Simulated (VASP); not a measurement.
Write the native input for VASP 6.6.1 that does the following.

```yaml
Task: single point
Functional: r2SCAN
Dispersion: rVV10
Potentials_or_basis: VASP PAW PBE potentials, release 64 (Zn)
Cutoff: 520 eV
k_mesh: 12 × 12 × 12
Occupations: methfessel-paxton, width 0.2 eV
Spin: no spin polarisation
Dipole_correction: no
Further_INCAR_settings: ALGO = Normal; EDIFF = 1e-06; NBANDS = 12
```

Crystal: Zn.

```xyz
1
Lattice="0.0000 1.9648 1.9648 1.9648 0.0000 1.9648 1.9648 1.9648 0.0000" Properties=species:S:1:pos:R:3 pbc="T T T"
Zn    0.0000    0.0000    0.0000
```

These files were run (other wordings do the same):

POSCAR

```
Zn
1.0
    0.0000000000      1.9647760000      1.9647760000
    1.9647760000      0.0000000000      1.9647760000
    1.9647760000      1.9647760000      0.0000000000
Zn
1
Direct
    0.0000000000      0.0000000000      0.0000000000
```

INCAR.step1

```
SYSTEM = Zn
  PREC = Accurate
  ENCUT = 520
  ISMEAR = 1
  SIGMA = 0.2
  LREAL = .False.
  LASPH = .True.
  NELM = 80
  NBANDS = 12
  GGA = PE
  ALGO = Normal
  EDIFF = 1E-4
  LWAVE = .True.
  LCHARG = .False.
```

INCAR.step2

```
SYSTEM = Zn
  PREC = Accurate
  ENCUT = 520
  EDIFF = 1E-6
  ISMEAR = 1
  SIGMA = 0.2
  LREAL = .False.
  LASPH = .True.
  NELM = 80
  ALGO = Normal
  ISIF = 2
  LWAVE = .False.
  LCHARG = .True.
  METAGGA = R2SCAN
  LMIXTAU = .True.
  LUSE_VDW = .True.
  IVDW_NL = 2
  BPARAM = 11.95
  CPARAM = 0.0093
  LELF = .True.
  LVHAR = .True.
  NBANDS = 12
  ISTART = 1
```

KPOINTS

```
regular mesh
0
Gamma
  12 12 12
  0 0 0
```

Potentials or basis: VASP PAW PBE potentials, release 64 (Zn).

The run is started by

```bash
$ cat potpaw_PBE.64/Zn/POTCAR > POTCAR
$ cp INCAR.step1 INCAR
$ mpirun -np 1 vasp_std > vasp.out
$ cp INCAR.step2 INCAR
$ mpirun -np 1 vasp_std > vasp.out
```

It gave:

```yaml
Pressure: -5.5 GPa
Band_gap_on_the_k_mesh: zero (band 6 reaches 5.23 eV, above the bottom of band 7 at 1.58 eV)
```

Caveat: the PAW data sets were made with another functional, which shifts forces and pressure a little.

It took 51 s on 1 thread of AMD EPYC 9R45 96-Core Processor (Zen 5), with other jobs on the host, peak memory 0.19 GiB.
